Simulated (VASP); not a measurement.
A run of VASP 6.6.1 is set up as follows.

The input POSCAR:

```
MnPtO6
1.0
    4.6856717400      0.0000000000      0.0000000000
   -2.3428358700      4.0579152600      0.0000000000
   -2.3428358700      1.3526387500      4.3340087600
Mn O Pt
1 6 1
Direct
    0.5000000000      0.5000000000      0.5000000000
    0.2420000000      0.1180000000      0.7510000000
    0.8820000000      0.3730000000      0.7510000000
    0.6270000000      0.7580000000      0.7510000000
    0.7580000000      0.8820000000      0.2490000000
    0.1180000000      0.6270000000      0.2490000000
    0.3730000000      0.2420000000      0.2490000000
    0.0000000000      0.0000000000      0.0000000000
```

INCAR.step1

```
SYSTEM = MnPtO6
ALGO = Normal ; EDIFF = 1E-5
ENCUT = 660 ; GGA = PE
GGA_COMPAT = .False. ; ISMEAR = -1
LASPH = .True. ; LCHARG = .False.
LDAU = .True. ; LDAUJ = 0 0 0
LDAUL = 2 -1 -1 ; LDAUTYPE = 2
LDAUU = 5.1 0 0 ; LMAXMIX = 4
LREAL = .False. ; LWAVE = .True.
NBANDS = 44 ; NELM = 200
PREC = Accurate ; SIGMA = 0.1
```

Contents of INCAR.step2:

```
SYSTEM = MnPtO6
ALGO = Normal ; EDIFF = 1E-6
ENCUT = 660 ; GGA_COMPAT = .False.
ISIF = 2 ; ISMEAR = -1
ISTART = 1 ; LASPH = .True.
LCHARG = .False. ; LDAU = .True.
LDAUJ = 0 0 0 ; LDAUL = 2 -1 -1
LDAUPRINT = 1 ; LDAUTYPE = 2
LDAUU = 5.1 0 0 ; LMAXMIX = 4
LMIXTAU = .True. ; LREAL = .False.
LWAVE = .False. ; METAGGA = R2SCAN
NBANDS = 44 ; NELM = 200
PREC = Accurate ; SIGMA = 0.1
```

Contents of KPOINTS:

```
k-points
0
Gamma
  5 5 5
  0 0 0
```

Potentials or basis: VASP PAW PBE potentials, release 64 (Mn_sv, O, Pt_sv_GW).

Command:

```console
$ cat potpaw_PBE.64/Mn_sv/POTCAR potpaw_PBE.64/O/POTCAR potpaw_PBE.64/Pt_sv_GW/POTCAR > POTCAR
$ cp INCAR.step1 INCAR
$ mpirun -np 1 vasp_std > vasp.out
$ cp INCAR.step2 INCAR
$ mpirun -np 1 vasp_std > vasp.out
```

**Question.** Predict the pressure.

**Answer.** 15.9 GPa.

**Question.** What does it give for the largest force?

**Answer.** 3.344 eV/Å.

**Question.** What does it give for the band gap on the k mesh?

**Answer.** Zero (an odd number of electrons rules out a gap without spin polarisation).

Stress tensor (GPa, compression positive):
```
19.09  0.00  0.00
 0.00 19.09  0.00
 0.00  0.00  9.52
```

Caveat: the cell stands under pressure; the PAW data sets were made with another functional, which shifts forces and pressure a little; spin-orbit coupling is left out, which moves the levels of the heavy elements; an odd number of electrons without spin polarisation forces a metal; a magnetic or distorted state may lie lower; the run has no spin polarisation, though such a crystal can be magnetic; U without spin polarisation on a metal has little footing. Spin polarisation is off, so any magnetic state and its effect on volume and gap are missing.
